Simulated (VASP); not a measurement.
# PtSe2 in VASP: further runs

PtSe2 is run at these levels: r2SCAN, HSE06, PBE+D3(BJ), PBE0; tasks: single point.

All numbers are computed with VASP 6.6.1; they aren't measurements. Logs are shortened: lines on timing, memory, paths and dates and some standing lists are left out, and cuts for length are marked.

## (1) The cell of the first run

The cell holds a slab with vacuum, 3 atoms: a = 3.707 Å, b = 3.707 Å, c = 31.122 Å, α = 90.00°, β = 90.00°, γ = 120.00°.

## (2) Single point, r2SCAN

POSCAR reads:

```
PtSe2
1.0
    3.7069017943      0.0000000000      0.0000000000
   -1.8534508971      3.2102711232      0.0000000000
    0.0000000000      0.0000000000     31.1215005226
Se Pt
2 1
Direct
    0.6666666667      0.3333333333      0.4574342089
    0.3333333333      0.6666666667      0.5425657911
    0.0000000000      0.0000000000      0.5000000000
```

INCAR.step1 reads:

```
SYSTEM = PtSe2
ALGO     = Normal         ! electronic algorithm
DIPOL    = 0.5 0.5 0.500
EDIFF    = 1E-4           ! SCF threshold, eV
ENCUT    = 520            ! plane-wave cutoff, eV
GGA      = PE             ! functional
IDIPOL   = 3            
ISMEAR   = 0              ! smearing method
LASPH    = .TRUE.         ! aspherical terms in the spheres
LCHARG   = .FALSE.        ! write CHGCAR
LDIPOL   = .TRUE.       
LREAL    = .FALSE.        ! projectors in reciprocal space
LWAVE    = .TRUE.         ! write WAVECAR
NBANDS   = 18             ! bands
NELM     = 80             ! most SCF steps
PREC     = Accurate       ! precision mode
SIGMA    = 0.02           ! smearing width, eV
```

INCAR.step2 reads:

```
SYSTEM = PtSe2
ALGO     = Normal         ! electronic algorithm
DIPOL    = 0.5 0.5 0.500
EDIFF    = 1E-6           ! SCF threshold, eV
ENCUT    = 520            ! plane-wave cutoff, eV
IDIPOL   = 3            
ISIF     = 2              ! what is computed and relaxed
ISMEAR   = 0              ! smearing method
ISTART   = 1            
LASPH    = .TRUE.         ! aspherical terms in the spheres
LCHARG   = .FALSE.        ! write CHGCAR
LDIPOL   = .TRUE.       
LMIXTAU  = .TRUE.       
LREAL    = .FALSE.        ! projectors in reciprocal space
LWAVE    = .FALSE.        ! write WAVECAR
METAGGA  = R2SCAN         ! meta-GGA
NBANDS   = 18             ! bands
NELM     = 80             ! most SCF steps
PREC     = Accurate       ! precision mode
SIGMA    = 0.02           ! smearing width, eV
```

KPOINTS reads:

```
k-points
0
G
  9 9 1
  0 0 0
```

Potentials or basis: VASP PAW PBE potentials, release 64 (Se, Pt).

The run is started by

```
$ cat potpaw_PBE.64/Se/POTCAR potpaw_PBE.64/Pt/POTCAR > POTCAR
$ cp INCAR.step1 INCAR
$ mpirun -np 1 vasp_std > vasp.out
$ cp INCAR.step2 INCAR
$ mpirun -np 1 vasp_std > vasp.out
```

OUTCAR:

```text
SYSTEM = PtSe2
   EDIFF = 1E-6
   ENCUT = 520
   ISIF = 2
   ISMEAR = 0
   ISTART = 1
   LASPH = .TRUE.
   LREAL = .FALSE.
   METAGGA = R2SCAN
   NELM = 80
   PREC = Accurate

 ion  position               nearest neighbor table
   1  0.667  0.333  0.457-   3 2.52   3 2.52   3 2.52
   2  0.333  0.667  0.543-   3 2.52   3 2.52   3 2.52
   3  0.000  0.000  0.500-   1 2.52   2 2.52   2 2.52   1 2.52   1 2.52   2 2.52

  LATTYP: Found a hexagonal cell.
 ALAT       =     3.7069017943
 C/A-ratio  =     8.3955557092

  Lattice vectors:

 A1 = (   3.7069017943,   0.0000000000,   0.0000000000)
 A2 = (  -1.8534508971,   3.2102711232,   0.0000000000)
 A3 = (   0.0000000000,   0.0000000000,  31.1215005226)

Analysis of symmetry for initial positions (statically):
=====================================================================
 Subroutine PRICEL returns:
 Original cell was already a primitive cell.

 Routine SETGRP: Setting up the symmetry group for a
 hexagonal supercell.

 Subroutine GETGRP returns: Found 12 space group operations
 (whereof 12 operations were pure point group operations)
 out of a pool of 24 trial point group operations.

The static configuration has the point symmetry D_3d.

Analysis of symmetry for dynamics (positions and initial velocities):
=====================================================================
 Subroutine PRICEL returns:
 Original cell was already a primitive cell.

 Routine SETGRP: Setting up the symmetry group for a
 hexagonal supercell.

 Subroutine GETGRP returns: Found 12 space group operations
 (whereof 12 operations were pure point group operations)
 out of a pool of 24 trial point group operations.

The dynamic configuration has the point symmetry D_3d.

 Subroutine INISYM returns: Found 12 space group operations
 (whereof 12 operations are pure point group operations),
 and found     1 'primitive' translations

----------------------------------------------------------------------------------------

                                     Primitive cell

  volume of cell :     370.3508

  direct lattice vectors                    reciprocal lattice vectors
     3.706901794  0.000000000  0.000000000     0.269767060  0.155750085  0.000000000
    -1.853450897  3.210271123  0.000000000     0.000000000  0.311500170  0.000000000
     0.000000000  0.000000000 31.121500523     0.000000000  0.000000000  0.032132127

  length of vectors
     3.706901794  3.706901794 31.121500523     0.311500170  0.311500170  0.032132127

  position of ions in fractional coordinates (direct lattice)
     0.666666667  0.333333333  0.457434209
     0.333333333  0.666666667  0.542565791
     0.000000000  0.000000000  0.500000000

  ion indices of the primitive-cell ions
   primitive index   ion index
                 1           1
                 2           2
                 3           3

----------------------------------------------------------------------------------------

 KPOINTS: k-points

Automatic generation of k-mesh.
 Grid dimensions read from file:
 generate k-points for:    9    9    1

 Generating k-lattice:

  Cartesian coordinates                     Fractional coordinates (reciprocal lattice)
     0.029974118  0.017305565  0.000000000     0.111111111 -0.000000000  0.000000000
     0.000000000  0.034611130  0.000000000     0.000000000  0.111111111  0.000000000
     0.000000000  0.000000000  0.032132127     0.000000000  0.000000000  1.000000000

  Length of vectors
     0.034611130  0.034611130  0.032132127

  Shift w.r.t. Gamma in fractional coordinates (k-lattice)
     0.000000000  0.000000000  0.000000000

 Subroutine IBZKPT returns following result:
 ===========================================

 Found     12 irreducible k-points:

 Following reciprocal coordinates:
            Coordinates               Weight
  0.000000  0.000000  0.000000      1.000000
  0.111111  0.000000  0.000000      6.000000
  0.222222  0.000000  0.000000      6.000000
  0.333333  0.000000  0.000000      6.000000
  0.444444  0.000000  0.000000      6.000000
  0.111111  0.111111  0.000000      6.000000
  0.222222  0.111111  0.000000     12.000000
  0.333333  0.111111  0.000000     12.000000
  0.444444  0.111111  0.000000      6.000000
  0.222222  0.222222  0.000000      6.000000
  0.333333  0.222222  0.000000     12.000000
  0.333333  0.333333  0.000000      2.000000
   k-points           NKPTS =     12   k-points in BZ     NKDIM =     12   number of bands    NBANDS=     18
   number of dos      NEDOS =    301   number of ions     NIONS =      3
   total plane-waves  NPLWV = 188160
   dimension x,y,z NGX =    28 NGY =   28 NGZ =  240
   dimension x,y,z NGXF=    56 NGYF=   56 NGZF=  480
   ions per type =               2   1
   NGX,Y,Z   is equivalent  to a cutoff of  12.56, 12.56, 12.82 a.u.
   NGXF,Y,Z  is equivalent  to a cutoff of  25.11, 25.11, 25.64 a.u.
 SYSTEM =  PtSe2
   PREC   = accura    normal or accurate (medium, high low for compatibility)
   ISTART =      1    job   : 0-new  1-cont  2-samecut
   ICHARG =      0    charge: 1-file 2-atom 10-const
   ISPIN  =      1    spin polarized calculation?
   LNONCOLLINEAR =      F non collinear calculations
   LSORBIT =      F    spin-orbit coupling
   LASPH  =      T    aspherical Exc in radial PAW
   ENCUT  =  520.0 eV  38.22 Ry    6.18 a.u.   6.89  6.89 57.87*2*pi/ulx,y,z
   NELM   =     80;   NELMIN=  2; NELMDL=  0     # of ELM steps
   EDIFF  = 0.1E-05   stopping-criterion for ELM
   LREAL  =      F    real-space projection
[... 7 lines left out ...]
   TEBEG  =    0.0;   TEEND  =   0.0 temperature during run
   PSTRESS=    0.0 pullay stress
   NELECT =      22.0000    total number of electrons
   NUPDOWN=      -1.0000    fix difference up-down
   EMIN   =  10.00;   EMAX   =-10.00  energy-range for DOS
   EFERMI =   0.00;   METHOD = LEGACY
   ISMEAR =     0;   SIGMA  =   0.02  broadening in eV -4-tet -1-fermi 0-gaus
   EFERMI_NEDOS =   21; number of points for ismear=-14 and -15
   IALGO  =     38    algorithm
   IMIX   =      4    mixing-type and parameters
     AMIX     =   0.40;   BMIX     =  1.00
     AMIX_MAG =   1.60;   BMIX_MAG =  1.00
  volume/ion in A,a.u.               =     123.45       833.08
  Fermi-wavevector in a.u.,A,eV,Ry     =   0.638770  1.207101  5.551549  0.408027
  Thomas-Fermi vector in A             =   1.704222
   LORBIT       =      0    0 simple, 1 ext, 2 COOP (PROOUT), +10 PAW based schemes
   METAGGA = R2SCAN    functional components
   LHFCALC =     F    Hartree Fock is set to
   AEXX    =    0.0000 exact exchange contribution
   IVDW    =     0    specifies the selected vdW correction
   LEPSILON=     F    determine dielectric tensor
   LRPA    =     F    only Hartree local field effects (RPA)
 non-spin polarized calculation
 Gauss-broadening in eV      SIGMA  =   0.02
  energy-cutoff  :      520.00
  volume of cell :      370.35
 maximum number of plane-waves:     10012
 NGX is ok and might be reduce to    28
   NGX = 13   NGY = 13   NGZ =115

 dipolmoment           0.000000      0.000000      0.000000 electrons x Angstroem

 number of electron      21.9999998 magnetization

 dipolmoment           0.000000      0.000000     -0.000000 electrons x Angstroem

 Free energy of the ion-electron system (eV)
  ---------------------------------------------------
  ext. energy  EPLUGINS =         0.00000000
  ---------------------------------------------------
  free energy    TOTEN  =       -81.44190156 eV

  energy without entropy =      -81.44190156  energy(sigma->0) =      -81.44190156

 E-fermi :  -4.0383     XC(G=0):  -2.1611

 val. band max:       -4.1380010621   @ k =   0.0000   0.0000   0.0000
 cond. band min:      -2.5640583814   @ k =   0.2222   0.0000   0.0000
 fundamental gap:      1.5739426807
 Fermi energy:        -4.0383422374

 k-point     1 :       0.0000    0.0000    0.0000
  band No.  band energies     occupation
      1     -18.6888      2.00000
      2     -16.8457      2.00000
      3      -9.4558      2.00000
      4      -9.3950      2.00000
      5      -9.3950      2.00000
      6      -7.1425      2.00000
[... 10 lines left out ...]
     17       2.0179      0.00000
     18       2.3627      0.00000

 k-point     2 :       0.1111    0.0000    0.0000
  band No.  band energies     occupation
      1     -18.5503      2.00000
      2     -16.8533      2.00000
      3      -9.4233      2.00000
      4      -9.3140      2.00000
      5      -9.3122      2.00000
      6      -7.3336      2.00000
[... 10 lines left out ...]
     17       2.4541      0.00000
     18       2.6007      0.00000

 k-point     3 :       0.2222    0.0000    0.0000
  band No.  band energies     occupation
      1     -18.1675      2.00000
      2     -16.8762      2.00000
      3      -9.4344      2.00000
      4      -9.1192      2.00000
      5      -8.9565      2.00000
      6      -8.0273      2.00000
[... 10 lines left out ...]
     17       2.6559      0.00000
     18       3.0076      0.00000

 k-point     4 :       0.3333    0.0000    0.0000
  band No.  band energies     occupation
      1     -17.6549      2.00000
      2     -16.9096      2.00000
      3      -9.6991      2.00000
      4      -8.9747      2.00000
      5      -8.8643      2.00000
      6      -8.1679      2.00000
[... 123 lines left out ...]
      4      -9.1681      2.00000
      5      -8.6420      2.00000
      6      -8.0045      2.00000
[... 10 lines left out ...]
     17       4.1105      0.00000
     18       4.2466      0.00000

 k-point    11 :       0.3333    0.2222    0.0000
  band No.  band energies     occupation
      1     -17.0742      2.00000
      2     -16.9475      2.00000
      3      -9.9028      2.00000
      4      -9.1499      2.00000
      5      -8.6144      2.00000
      6      -7.8305      2.00000
[... 10 lines left out ...]
     17       5.0809      0.00000
     18       5.3374      0.00000

 k-point    12 :       0.3333    0.3333    0.0000
  band No.  band energies     occupation
      1     -16.9550      2.00000
      2     -16.9550      2.00000
      3      -9.5799      2.00000
      4      -9.1850      2.00000
      5      -9.1850      2.00000
      6      -7.7084      2.00000
[... 10 lines left out ...]
     17       5.4162      0.00000
     18       5.5837      0.00000

------------------------ aborting loop because EDIFF is reached ----------------------------------------

 vacuum level on the upper side and lower side of the slab       (xc-potential included)         0.001         0.001

  FORCE on cell =-STRESS in cart. coord.  units (eV):
  Direction    XX          YY          ZZ          XY          YZ          ZX
  --------------------------------------------------------------------------------------
  -------------------------------------------------------------------------------------
  Total       -0.2669737     -0.2669737     -0.2696183     -0.0000000     -0.0000000      0.0000000
  in kB       -1.1549570     -1.1549570     -1.1663976     -0.0000000     -0.0000000      0.0000000
  external PRESSURE =      -1.1587705 kB  Pullay stress =       0.0000000 kB

 VOLUME and BASIS-vectors are now :
 -----------------------------------------------------------------------------
  energy-cutoff  :      520.00
  volume of cell :      370.35
      direct lattice vectors                 reciprocal lattice vectors
     3.706901794  0.000000000  0.000000000     0.269767060  0.155750085  0.000000000
    -1.853450897  3.210271123  0.000000000     0.000000000  0.311500170  0.000000000
     0.000000000  0.000000000 31.121500523     0.000000000  0.000000000  0.032132127

 POSITION                                       TOTAL-FORCE (eV/Angst)
 -----------------------------------------------------------------------------------
      1.85345      1.07009     14.23604        -0.000000      0.000000      0.096980
     -0.00000      2.14018     16.88546         0.000000     -0.000000     -0.096980
      0.00000      0.00000     15.56075         0.000000      0.000000      0.000000
 -----------------------------------------------------------------------------------
    total drift:                               -0.000000     -0.000000     -0.000000

  FREE ENERGIE OF THE ION-ELECTRON SYSTEM (eV)
  ---------------------------------------------------
  free  energy   TOTEN  =       -81.4419015630 eV

  energy  without entropy=      -81.4419015630  energy(sigma->0) =      -81.44190156

 vacuum level on the upper side and lower side of the slab         1.815         1.815
```

Run time: 3.8 min. Hardware: 1 thread of Intel Xeon 6975P-C (Granite Rapids), shared host; peak memory 0.53 GiB.

What came out:

| Quantity | Value |
| --- | --- |
| Free energy | -81.4419 eV |
| Largest force | 0.097 eV/Å |
| Band gap on the k mesh | 1.57 eV (least direct gap 1.81 eV) |

Forces on the atoms (eV/Å):
```
Se   0.000  0.000  0.097
Se   0.000  0.000 -0.097
Pt   0.000  0.000  0.000
```

Levels at points of the mesh, in eV from the valence-band top:
```tsv
k point	band 8	band 9	band 10	band 11	band 12	band 13	band 14	band 15
(0.00, 0.00, 0.00)	-1.33	-0.64	0.00	0.00	3.15	3.15	5.26	5.86
```

Caveat: the PAW data sets were made with another functional, which shifts forces and pressure a little; spin-orbit coupling is left out, which moves the levels of the heavy elements.

(Continued in part 2 of 2.)
